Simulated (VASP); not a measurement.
Set up this calculation in VASP 6.6.1, as the native input.

```yaml
Task: single point
Functional: RPBE
Potentials_or_basis: VASP PAW PBE potentials, release 64 (Bi_d, Te)
Cutoff: 520 eV
k_mesh: 7 × 7 × 7
Occupations: fermi-dirac, width 0.05 eV
Spin: no spin polarisation
Dipole_correction: no
Further_INCAR_settings: ALGO = Normal; EDIFF = 1e-07; NBANDS = 32
```

The structure of Bi2Te3 lies in POSCAR:

```
Bi2Te3
1.0
    2.2429510436      1.2949683888     12.8421634727
   -2.2429510436      1.2949683888     12.8421634727
    0.0000000000     -2.5899367777     12.8421634727
Bi Te
2 3
Direct
    0.6127056343      0.6127056343      0.6127056343
    0.3872943657      0.3872943657      0.3872943657
    0.7651734536      0.7651734536      0.7651734536
    0.2348265464      0.2348265464      0.2348265464
    0.0000000000      0.0000000000      0.0000000000
```

One way to write it, as run:

INCAR

```
SYSTEM = Bi2Te3
PREC = Accurate
ENCUT = 520
EDIFF = 1E-7
ISMEAR = -1
SIGMA = 0.05
LREAL = .False.
LASPH = .True.
NELM = 60
ALGO = Normal
ISIF = 2
LWAVE = .False.
LCHARG = .False.
GGA = RP
NBANDS = 32
```

KPOINTS

```
Automatic mesh
0
Gamma
  7 7 7
  0 0 0
```

Potentials or basis: VASP PAW PBE potentials, release 64 (Bi_d, Te).

The run is started by

```console
$ cat potpaw_PBE.64/Bi_d/POTCAR potpaw_PBE.64/Te/POTCAR > POTCAR
$ mpirun -np 1 vasp_std > vasp.out
```

It gave:

```
Pressure               : 0.0 GPa
Largest force          : 0.008 eV/Å
Band gap on the k mesh : 0.95 eV (least direct gap 1.19 eV)
```

Caveat: the PAW data sets were made with another functional, which shifts forces and pressure a little; spin-orbit coupling is left out, which moves the levels of the heavy elements; an odd mesh through Γ misses points on the zone boundary, where band edges can lie.

Wall time 94 min on 1 thread of AMD EPYC 7R43 64-Core Processor (Zen 3), on a shared host, peak memory 1.7 GiB.
